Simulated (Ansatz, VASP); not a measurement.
# WSe2: VASP beside Ansatz

```
W Se
1.0
     3.29000    0.00000    0.00000
    -1.64500    2.84922    0.00000
     0.00000    0.00000   13.09970
W Se
2 4
Direct
  0.33333 0.66667 0.25000
  0.66667 0.33333 0.75000
  0.33333 0.66667 0.62100
  0.66667 0.33333 0.12100
  0.33333 0.66667 0.87900
  0.66667 0.33333 0.37900
```

Change from the starting cell: zz strain of +1 %.

Alike in both runs: task single point; functional PBE; k mesh 11 × 11 × 3; occupations fermi-dirac, width 0.08 eV; no spin polarisation.

|  | VASP | Ansatz |
| --- | --- | --- |
| version | VASP 6.6.1 | Ansatz 0.2.0 |
| potentials or method | VASP PAW PBE potentials, release 64 (W_sv, Se), cutoff 520 eV | all-electron LAPW, scalar-relativistic |

```tsv
	VASP	Ansatz	Ansatz less VASP
pressure (GPa)	2.4	2.2	-0.26
traceless stress, the component that is largest in VASP (GPa)	-0.44	-0.52	-0.086
rms of the force components (eV/Å)	0.028	0.048	+0.0196
```

Atom by atom the forces differ by 0.020 eV/Å (rms over components). Ansatz ran all-electron here, and VASP with PAW potentials.

Neither program's run includes spin-orbit coupling.
